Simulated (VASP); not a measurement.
Input of a VASP 6.6.1 run:

Contents of INCAR:

```
SYSTEM = KSrBr3
PREC     = Accurate       ! precision mode
ENCUT    = 520            ! plane-wave cutoff, eV
EDIFF    = 1E-6           ! SCF threshold, eV
ISMEAR   = 0              ! smearing method
SIGMA    = 0.01           ! smearing width, eV
LREAL    = .False.        ! projectors in reciprocal space
LASPH    = .True.         ! aspherical terms in the spheres
NELM     = 80             ! most SCF steps
ALGO     = Normal         ! electronic algorithm
ISIF     = 2              ! what is computed and relaxed
LWAVE    = .False.        ! write WAVECAR
LCHARG   = .False.        ! write CHGCAR
GGA      = PE             ! functional
NBANDS   = 28             ! bands
```

The input KPOINTS:

```
Automatic mesh
0
Gamma
  4 4 4
  0 0 0
```

Contents of POSCAR:

```
KSrBr3
1.0
    5.9845671459      0.0000000000      0.0000000000
    0.0000000000      5.9845671459      0.0000000000
    0.0000000000      0.0000000000      5.9845671459
K Sr Br
1 1 3
Direct
    0.0000000000      0.0000000000      0.0000000000
    0.5000000000      0.5000000000      0.5000000000
    0.5000000000      0.5000000000      0.0000000000
    0.5000000000      0.0000000000      0.5000000000
    0.0000000000      0.5000000000      0.5000000000
```

Potentials or basis: VASP PAW PBE potentials, release 64 (K_sv, Sr_sv, Br).

Launch:

```bash
$ cat potpaw_PBE.64/K_sv/POTCAR potpaw_PBE.64/Sr_sv/POTCAR potpaw_PBE.64/Br/POTCAR > POTCAR
$ mpirun -np 1 vasp_std > vasp.out
```

Q: Predict the pressure.

A: 0.0 GPa.

Q: What does it give for the band gap on the k mesh?

A: 3.72 eV, indirect (least direct gap 3.97 eV).

A k mesh can miss the band edges.
